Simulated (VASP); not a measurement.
# KHfAs (P-6m2) in VASP: a series of runs

The runs below take KHfAs through single point, relaxation of cell and atoms, with PBE.

Program: VASP 6.6.1. These are calculated values, not measurements. Logs are shortened: lines on timing, memory, paths and dates and some standing lists are left out, and cuts for length are marked.

**1. The cell of the first run**

Symmetry: P-6m2, No. 187, hexagonal system. The conventional cell has a = 4.494 Å, b = 4.494 Å, c = 5.363 Å, α = 90.00°, β = 90.00°, γ = 120.00°. Within 4.9 Å of K (site symmetry -6m2) lie 6 Hf at 3.73 Å and 6 As at 3.73 Å and 6 K at 4.49 Å. Hf (site symmetry -6m2) has 3 As at 2.59 Å within 3.4 Å. Within 3.4 Å of As (site symmetry -6m2) lie 3 Hf at 2.59 Å.

The cell was generated, and may not be a known phase.

**2. Single point, PBE**

INCAR reads:

```
SYSTEM = KHfAs
PREC = Accurate
ENCUT = 520
EDIFF = 1E-7
ISMEAR = 0
SIGMA = 0.1
LREAL = .FALSE.
LASPH = .TRUE.
NELM = 100
ALGO = Normal
ISIF = 2
LWAVE = .FALSE.
LCHARG = .FALSE.
GGA = PE
NBANDS = 19
```

KPOINTS reads:

```
Automatic mesh
0
G
  6 6 4
  0 0 0
```

POSCAR reads:

```
KHfAs
1.0
    4.4938717000      0.0000000000      0.0000000000
   -2.2469358500      3.8918070500      0.0000000000
    0.0000000000      0.0000000000      5.3632863100
K Hf As
1 1 1
Direct
    0.0000000000      0.0000000000      0.0000000000
    0.6666666700      0.3333333300      0.5000000000
    0.3333333300      0.6666666700      0.5000000000
```

Potentials or basis: VASP PAW PBE potentials, release 64 (K_sv, Hf_pv, As).

Command:

```console
cat potpaw_PBE.64/K_sv/POTCAR potpaw_PBE.64/Hf_pv/POTCAR potpaw_PBE.64/As/POTCAR > POTCAR
mpirun -np 1 vasp_std > vasp.out
```

OUTCAR:

```text
SYSTEM = KHfAs
   PREC = Accurate
   ENCUT = 520
   EDIFF = 1E-7
   ISMEAR = 0
   LREAL = .FALSE.
   LASPH = .TRUE.
   NELM = 100
   ISIF = 2
   GGA = PE

 ion  position               nearest neighbor table
   1  0.000  0.000  0.000-   2 3.73   2 3.73   2 3.73   2 3.73   2 3.73   2 3.73
   2  0.667  0.333  0.500-   3 2.59   3 2.59   3 2.59   1 3.73   1 3.73   1 3.73   1 3.73   1 3.73
                             1 3.73
   3  0.333  0.667  0.500-   2 2.59   2 2.59   2 2.59

  LATTYP: Found a hexagonal cell.
 ALAT       =     4.4938717000
 C/A-ratio  =     1.1934667182

  Lattice vectors:

 A1 = (   4.4938717000,   0.0000000000,   0.0000000000)
 A2 = (  -2.2469358500,   3.8918070500,   0.0000000000)
 A3 = (   0.0000000000,   0.0000000000,   5.3632863100)

Analysis of symmetry for initial positions (statically):
=====================================================================
 Subroutine PRICEL returns:
 Original cell was already a primitive cell.

 Routine SETGRP: Setting up the symmetry group for a
 hexagonal supercell.

 Subroutine GETGRP returns: Found 12 space group operations
 (whereof 12 operations were pure point group operations)
 out of a pool of 24 trial point group operations.

The static configuration has the point symmetry D_3h.

Analysis of symmetry for dynamics (positions and initial velocities):
=====================================================================
 Subroutine PRICEL returns:
 Original cell was already a primitive cell.

 Routine SETGRP: Setting up the symmetry group for a
 hexagonal supercell.

 Subroutine GETGRP returns: Found 12 space group operations
 (whereof 12 operations were pure point group operations)
 out of a pool of 24 trial point group operations.

The dynamic configuration has the point symmetry D_3h.

 Subroutine INISYM returns: Found 12 space group operations
 (whereof 12 operations are pure point group operations),
 and found     1 'primitive' translations

----------------------------------------------------------------------------------------

                                     Primitive cell

  volume of cell :      93.8000

  direct lattice vectors                    reciprocal lattice vectors
     4.493871700  0.000000000  0.000000000     0.222525267  0.128475023  0.000000000
    -2.246935850  3.891807050  0.000000000     0.000000000  0.256950046  0.000000000
     0.000000000  0.000000000  5.363286310     0.000000000  0.000000000  0.186452847

  length of vectors
     4.493871700  4.493871697  5.363286310     0.256950046  0.256950046  0.186452847

  position of ions in fractional coordinates (direct lattice)
     0.000000000  0.000000000  0.000000000
     0.666666670  0.333333330  0.500000000
     0.333333330  0.666666670  0.500000000

  ion indices of the primitive-cell ions
   primitive index   ion index
                 1           1
                 2           2
                 3           3

----------------------------------------------------------------------------------------

 KPOINTS: Automatic mesh

Automatic generation of k-mesh.
 Grid dimensions read from file:
 generate k-points for:    6    6    4

 Generating k-lattice:

  Cartesian coordinates                     Fractional coordinates (reciprocal lattice)
     0.037087545  0.021412504  0.000000000     0.166666667  0.000000000  0.000000000
     0.000000000  0.042825008  0.000000000     0.000000000  0.166666667  0.000000000
     0.000000000  0.000000000  0.046613212     0.000000000  0.000000000  0.250000000

  Length of vectors
     0.042825008  0.042825008  0.046613212

  Shift w.r.t. Gamma in fractional coordinates (k-lattice)
     0.000000000  0.000000000  0.000000000

 Subroutine IBZKPT returns following result:
 ===========================================

 Found     21 irreducible k-points:

 Following reciprocal coordinates:
            Coordinates               Weight
  0.000000  0.000000  0.000000      1.000000
  0.166667  0.000000  0.000000      6.000000
  0.333333 -0.000000  0.000000      6.000000
  0.500000  0.000000  0.000000      3.000000
  0.166667  0.166667  0.000000      6.000000
  0.333333  0.166667  0.000000     12.000000
[... 13 lines left out ...]
  0.333333  0.166667  0.500000     12.000000
  0.333333  0.333333  0.500000      2.000000
   k-points           NKPTS =     21   k-points in BZ     NKDIM =     21   number of bands    NBANDS=     19
   number of dos      NEDOS =    301   number of ions     NIONS =      3
   total plane-waves  NPLWV =  51840
   dimension x,y,z NGX =    36 NGY =   36 NGZ =   40
   dimension x,y,z NGXF=    72 NGYF=   72 NGZF=   80
   ions per type =               1   1   1
   NGX,Y,Z   is equivalent  to a cutoff of  13.32, 13.32, 12.40 a.u.
   NGXF,Y,Z  is equivalent  to a cutoff of  26.64, 26.64, 24.80 a.u.
 SYSTEM =  KHfAs
   PREC   = accura    normal or accurate (medium, high low for compatibility)
   ISTART =      0    job   : 0-new  1-cont  2-samecut
   ICHARG =      2    charge: 1-file 2-atom 10-const
   ISPIN  =      1    spin polarized calculation?
   LNONCOLLINEAR =      F non collinear calculations
   LSORBIT =      F    spin-orbit coupling
   LASPH  =      T    aspherical Exc in radial PAW
   ENCUT  =  520.0 eV  38.22 Ry    6.18 a.u.   8.36  8.36  9.97*2*pi/ulx,y,z
   NELM   =    100;   NELMIN=  2; NELMDL= -5     # of ELM steps
   EDIFF  = 0.1E-06   stopping-criterion for ELM
   LREAL  =      F    real-space projection
   EDIFFG = 0.1E-05   stopping-criterion for IOM
   NSW    =      0    number of steps for IOM
   IBRION =     -1    ionic relax: 0-MD 1-quasi-New 2-CG
   NFREE  =      0    steps in history (QN), initial steepest desc. (CG)
   ISIF   =      2    stress and relaxation
   ISYM   =      2    0-nonsym 1-usesym 2-fastsym
   POTIM  = 0.5000    time-step for ionic-motion
   TEBEG  =    0.0;   TEEND  =   0.0 temperature during run
   PSTRESS=    0.0 pullay stress
   NELECT =      24.0000    total number of electrons
   NUPDOWN=      -1.0000    fix difference up-down
   EMIN   =  10.00;   EMAX   =-10.00  energy-range for DOS
   EFERMI =   0.00;   METHOD = LEGACY
   ISMEAR =     0;   SIGMA  =   0.10  broadening in eV -4-tet -1-fermi 0-gaus
   EFERMI_NEDOS =   21; number of points for ismear=-14 and -15
   IALGO  =     38    algorithm
   IMIX   =      4    mixing-type and parameters
     AMIX     =   0.40;   BMIX     =  1.00
     AMIX_MAG =   1.60;   BMIX_MAG =  1.00
  volume/ion in A,a.u.               =      31.27       211.00
  Fermi-wavevector in a.u.,A,eV,Ry     =   1.039308  1.964007 14.696484  1.080161
  Thomas-Fermi vector in A             =   2.173832
   LORBIT       =      0    0 simple, 1 ext, 2 COOP (PROOUT), +10 PAW based schemes
   GGA     = PE    functional components
   LHFCALC =     F    Hartree Fock is set to
   AEXX    =    0.0000 exact exchange contribution
   IVDW    =     0    specifies the selected vdW correction
   LEPSILON=     F    determine dielectric tensor
   LRPA    =     F    only Hartree local field effects (RPA)
 non-spin polarized calculation
 Gauss-broadening in eV      SIGMA  =   0.10
  energy-cutoff  :      520.00
  volume of cell :       93.80
 maximum number of plane-waves:      2564
 NGX is ok and might be reduce to    36
   NGX = 17   NGY = 17   NGZ = 19

 number of electron      24.0000000 magnetization

 Free energy of the ion-electron system (eV)
  ---------------------------------------------------
  ext. energy  EPLUGINS =         0.00000000
  ---------------------------------------------------
  free energy    TOTEN  =       -15.56845857 eV

  energy without entropy =      -15.54491900  energy(sigma->0) =      -15.55668878

 E-fermi :   2.5389     XC(G=0):  -8.5848

 val. band max:        2.5045796422   @ k =   0.3333   0.1667   0.5000
 cond. band min:       2.5504607167   @ k =   0.3333   0.1667   0.0000
 fundamental gap:      0.0458810745
 Fermi energy:         2.5388756523

 k-point     1 :       0.0000    0.0000    0.0000
  band No.  band energies     occupation
      1     -29.1831      2.00000
      2     -29.1451      2.00000
      3     -29.1451      2.00000
      4     -28.3724      2.00000
      5     -11.9421      2.00000
      6     -11.8393      2.00000
[... 11 lines left out ...]
     18       6.6749      0.00000
     19       8.4698      0.00000

 k-point     2 :       0.1667    0.0000    0.0000
  band No.  band energies     occupation
      1     -29.1826      2.00000
      2     -29.1518      2.00000
      3     -29.1467      2.00000
      4     -28.3708      2.00000
      5     -11.9386      2.00000
      6     -11.8682      2.00000
[... 11 lines left out ...]
     18       6.4207      0.00000
     19       8.2291      0.00000

 k-point     3 :       0.3333   -0.0000    0.0000
  band No.  band energies     occupation
      1     -29.1817      2.00000
      2     -29.1651      2.00000
      3     -29.1500      2.00000
      4     -28.3675      2.00000
      5     -11.9314      2.00000
      6     -11.9226      2.00000
[... 11 lines left out ...]
     18       6.7966      0.00000
     19       7.2632      0.00000

 k-point     4 :       0.5000    0.0000    0.0000
  band No.  band energies     occupation
      1     -29.1812      2.00000
      2     -29.1717      2.00000
      3     -29.1517      2.00000
      4     -28.3658      2.00000
      5     -11.9485      2.00000
      6     -11.9278      2.00000
[... 11 lines left out ...]
     18       6.7594      0.00000
     19       7.9503      0.00000

 k-point     5 :       0.1667    0.1667    0.0000
  band No.  band energies     occupation
      1     -29.1819      2.00000
      2     -29.1607      2.00000
      3     -29.1503      2.00000
      4     -28.3683      2.00000
      5     -11.9332      2.00000
      6     -11.9040      2.00000
[... 11 lines left out ...]
     18       6.4155      0.00000
     19       7.4159      0.00000

 k-point     6 :       0.3333    0.1667    0.0000
  band No.  band energies     occupation
      1     -29.1812      2.00000
      2     -29.1688      2.00000
      3     -29.1546      2.00000
      4     -28.3658      2.00000
      5     -11.9339      2.00000
      6     -11.9277      2.00000
[... 11 lines left out ...]
     18       6.5392      0.00000
     19       7.9988      0.00000

 k-point     7 :       0.3333    0.3333    0.0000
  band No.  band energies     occupation
      1     -29.1810      2.00000
      2     -29.1675      2.00000
      3     -29.1601      2.00000
      4     -28.3650      2.00000
      5     -11.9259      2.00000
      6     -11.9136      2.00000
[... 11 lines left out ...]
     18       5.9617      0.00000
     19       8.2021      0.00000

 k-point     8 :       0.0000    0.0000    0.2500
  band No.  band energies     occupation
      1     -29.1845      2.00000
      2     -29.1451      2.00000
      3     -29.1451      2.00000
      4     -28.3708      2.00000
      5     -11.9729      2.00000
      6     -11.8389      2.00000
[... 190 lines left out ...]
 k-point    17 :       0.3333   -0.0000    0.5000
  band No.  band energies     occupation
      1     -29.1830      2.00000
      2     -29.1643      2.00000
      3     -29.1500      2.00000
      4     -28.3672      2.00000
      5     -11.9572      2.00000
      6     -11.9098      2.00000
[... 11 lines left out ...]
     18       7.1857      0.00000
     19       7.6291      0.00000

 k-point    18 :       0.5000    0.0000    0.5000
  band No.  band energies     occupation
      1     -29.1820      2.00000
      2     -29.1707      2.00000
      3     -29.1516      2.00000
      4     -28.3665      2.00000
      5     -11.9437      2.00000
      6     -11.9332      2.00000
[... 11 lines left out ...]
     18       8.0946      0.00000
     19       8.1856      0.00000

 k-point    19 :       0.1667    0.1667    0.5000
  band No.  band energies     occupation
      1     -29.1835      2.00000
      2     -29.1601      2.00000
      3     -29.1502      2.00000
      4     -28.3676      2.00000
      5     -11.9644      2.00000
      6     -11.8935      2.00000
[... 11 lines left out ...]
     18       6.6908      0.00000
     19       7.3516      0.00000

 k-point    20 :       0.3333    0.1667    0.5000
  band No.  band energies     occupation
      1     -29.1820      2.00000
      2     -29.1681      2.00000
      3     -29.1543      2.00000
      4     -28.3665      2.00000
      5     -11.9443      2.00000
      6     -11.9212      2.00000
[... 11 lines left out ...]
     18       7.9456      0.00000
     19       8.0932      0.00000

 k-point    21 :       0.3333    0.3333    0.5000
  band No.  band energies     occupation
      1     -29.1816      2.00000
      2     -29.1674      2.00000
      3     -29.1589      2.00000
      4     -28.3662      2.00000
      5     -11.9387      2.00000
      6     -11.9066      2.00000
[... 11 lines left out ...]
     18       8.0227      0.00000
     19       8.6043      0.00000

------------------------ aborting loop because EDIFF is reached ----------------------------------------

  FORCE on cell =-STRESS in cart. coord.  units (eV):
  Direction    XX          YY          ZZ          XY          YZ          ZX
  --------------------------------------------------------------------------------------
  -------------------------------------------------------------------------------------
  Total        1.0924173      1.0924173      0.7807774      0.0000000      0.0000000      0.0000000
  in kB       18.6593373     18.6593373     13.3362850      0.0000000      0.0000000      0.0000000
  external PRESSURE =      16.8849865 kB  Pullay stress =       0.0000000 kB

 VOLUME and BASIS-vectors are now :
 -----------------------------------------------------------------------------
  energy-cutoff  :      520.00
  volume of cell :       93.80
      direct lattice vectors                 reciprocal lattice vectors
     4.493871700  0.000000000  0.000000000     0.222525267  0.128475023  0.000000000
    -2.246935850  3.891807050  0.000000000     0.000000000  0.256950046  0.000000000
     0.000000000  0.000000000  5.363286310     0.000000000  0.000000000  0.186452847

 POSITION                                       TOTAL-FORCE (eV/Angst)
 -----------------------------------------------------------------------------------
      0.00000      0.00000      0.00000         0.000000     -0.000000      0.000000
      2.24694      1.29727      2.68164         0.000000     -0.000000      0.000000
     -0.00000      2.59454      2.68164        -0.000000      0.000000      0.000000
 -----------------------------------------------------------------------------------
    total drift:                               -0.000004      0.000002      0.000000

  FREE ENERGIE OF THE ION-ELECTRON SYSTEM (eV)
  ---------------------------------------------------
  free  energy   TOTEN  =       -15.5684585667 eV

  energy  without entropy=      -15.5449189997  energy(sigma->0) =      -15.55668878
```

It took 38 s on 1 thread of Intel Xeon Platinum 8259CL at 2.50GHz (Skylake/Cascade Lake), shared host; peak memory 0.23 GiB.

What came out:

```
Free energy            : -15.5685 eV
Pressure               : 1.7 GPa
Band gap on the k mesh : zero (bands 12 and 13 overlap by 0.67 eV)
```

Stress tensor (GPa, compression positive):
```
1.87 0.00 0.00
0.00 1.87 0.00
0.00 0.00 1.33
```

Levels at points of the mesh, in eV from the Fermi level:
```tsv
k point	band 10	band 11	band 12	band 13	band 14	band 15
(0.00, 0.00, 0.00)	-3.39	-2.04	-1.61	0.98	0.98	1.47
(0.50, 0.00, 0.00)	-2.54	-2.28	-0.70	0.15	0.51	1.73
(0.00, 0.00, 0.50)	-3.40	-3.23	0.30	0.76	0.76	1.98
(0.50, 0.00, 0.50)	-2.90	-2.30	-0.07	0.50	0.58	0.74
```

Caveat: spin-orbit coupling is left out, which moves the levels of the heavy elements.

**3. Single point, PBE**

This run uses another cell than the first one, of 34.37 Å³/atom.

INCAR reads:

```
SYSTEM = KHfAs
PREC = Accurate ; ENCUT = 520
EDIFF = 1E-6 ; ISMEAR = 0
SIGMA = 0.1 ; LREAL = .FALSE.
LASPH = .TRUE. ; NELM = 100
ALGO = Fast ; ISIF = 2
LWAVE = .FALSE. ; LCHARG = .TRUE.
GGA = PE ; LELF = .TRUE.
LVHAR = .TRUE. ; NBANDS = 19
```

KPOINTS reads:

```
Automatic mesh
0
G
  12 12 8
  0 0 0
```

POSCAR reads:

```
KHfAs
1.0
    4.5198754089      0.0000000000      0.0000000000
   -2.2599377044      3.9143269260      0.0000000000
    0.0000000000      0.0000000000      5.8288038695
K Hf As
1 1 1
Direct
    0.0000000000      0.0000000000      0.0000000000
    0.6666666667      0.3333333333      0.5000000000
    0.3333333333      0.6666666667      0.5000000000
```

Potentials or basis: VASP PAW PBE potentials, release 64 (K_sv, Hf_pv, As).

Command:

```console
cat potpaw_PBE.64/K_sv/POTCAR potpaw_PBE.64/Hf_pv/POTCAR potpaw_PBE.64/As/POTCAR > POTCAR
mpirun -np 1 vasp_std > vasp.out
```

Wall time 4 min (1 thread of Intel Xeon Platinum 8259CL at 2.50GHz (Skylake/Cascade Lake), shared host); peak memory 0.39 GiB.

The run converged. Its results:

```
Free energy            : -15.5973 eV
Pressure               : 0.0 GPa
Band gap on the k mesh : zero (bands 12 and 13 overlap by 0.41 eV)
```

Stress tensor (GPa, compression positive):
```
-0.04  0.00  0.00
 0.00 -0.04  0.00
 0.00  0.00  0.05
```

Levels at points of the mesh, in eV from the Fermi level:
```tsv
k point	band 10	band 11	band 12	band 13	band 14	band 15
(0.00, 0.00, 0.00)	-3.28	-2.18	-1.54	1.03	1.03	1.62
(0.50, 0.00, 0.00)	-2.51	-2.21	-0.53	0.20	0.60	1.61
(0.00, 0.00, 0.50)	-3.29	-3.07	-0.01	0.91	0.91	1.98
(0.50, 0.00, 0.50)	-2.74	-2.23	-0.09	0.52	0.63	0.67
```

Caveat: spin-orbit coupling is left out, which moves the levels of the heavy elements.

**4. Single point, PBE**

This run uses another cell than the first one, of 34.37 Å³/atom.

INCAR reads:

```
SYSTEM = KHfAs
  PREC = Accurate
  ENCUT = 520
  EDIFF = 1E-7
  ISMEAR = 0
  SIGMA = 0.1
  LREAL = .FALSE.
  LASPH = .TRUE.
  NELM = 80
  ALGO = Fast
  ISIF = 2
  LWAVE = .FALSE.
  LCHARG = .FALSE.
  GGA = PE
  NBANDS = 19
```

KPOINTS reads:

```
Automatic mesh
0
G
  12 12 10
  0 0 0
```

POSCAR is that of step 3.

Command:

```console
cat potpaw_PBE.64/K_sv/POTCAR potpaw_PBE.64/Hf_pv/POTCAR potpaw_PBE.64/As/POTCAR > POTCAR
mpirun -np 1 vasp_std > vasp.out
```

It took 7.2 min on 1 thread of Intel Xeon Platinum 8259CL at 2.50GHz (Skylake/Cascade Lake), shared host; peak memory 0.43 GiB.

The run converged. Its results:

```yaml
Free_energy: -15.5970 eV
Pressure: 0.0 GPa
Band_gap_on_the_k_mesh: zero (bands 12 and 13 overlap by 0.41 eV)
```

Levels at points of the mesh, in eV from the Fermi level:
| k point | band 10 | band 11 | band 12 | band 13 | band 14 | band 15 |
| --- | --- | --- | --- | --- | --- | --- |
| (0.00, 0.00, 0.00) | -3.28 | -2.18 | -1.55 | 1.03 | 1.03 | 1.61 |
| (0.50, 0.00, 0.00) | -2.52 | -2.22 | -0.54 | 0.20 | 0.59 | 1.60 |
| (0.00, 0.00, 0.50) | -3.29 | -3.08 | -0.01 | 0.91 | 0.91 | 1.97 |
| (0.50, 0.00, 0.50) | -2.75 | -2.23 | -0.10 | 0.51 | 0.62 | 0.66 |

Caveat: spin-orbit coupling is left out, which moves the levels of the heavy elements.

(Continued in part 2 of 2.)

The gap in the log of VASP goes by the Fermi energy; the results here count the filled bands.